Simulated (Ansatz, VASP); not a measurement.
# One calculation of Ta2Bi2O, two programs

```
Ta Bi O
1.0
     4.43006    0.00000    0.00000
    -2.21503    3.83655    0.00000
     0.00000    0.00000    6.27860
Ta Bi O
2 2 1
Direct
  0.33333 0.66667 0.28030
  0.33333 0.66667 0.71970
  0.66667 0.33333 0.00000
  0.00000 0.00000 0.50000
  0.66667 0.33333 0.50000
```

Alike in both runs: functional PBE; k mesh 6 × 6 × 4; occupations gaussian, width 0.1 eV; no spin polarisation.

Ansatz relaxed the structure, and its values are those at the end. VASP's run is a single point on that final structure, the one shown.

|  | VASP | Ansatz |
| --- | --- | --- |
| version | VASP 6.6.1 | Ansatz 0.2.0 |
| potentials or method | VASP PAW PBE potentials, release 64 (Ta_pv, Bi_d, O), cutoff 520 eV | scalar-relativistic, plane waves, PAW |
| valence electrons in the cell | 58 | 62 |

Ansatz gave:

| Item | Value |
| --- | --- |
| gap on the k mesh at the Fermi level (eV) | none |
| pressure (GPa) | -0.2 |

Task: Estimate VASP's values.

Result: gap on the k mesh at the Fermi level (eV): none; pressure (GPa): -0.3.

A gap of «none» marks a metal or a gap that the smearing closes. VASP's potentials hold 58 valence electrons a cell and Ansatz's 62, so a difference there can come from the potentials and not from the codes.

Spin-orbit coupling is off throughout.
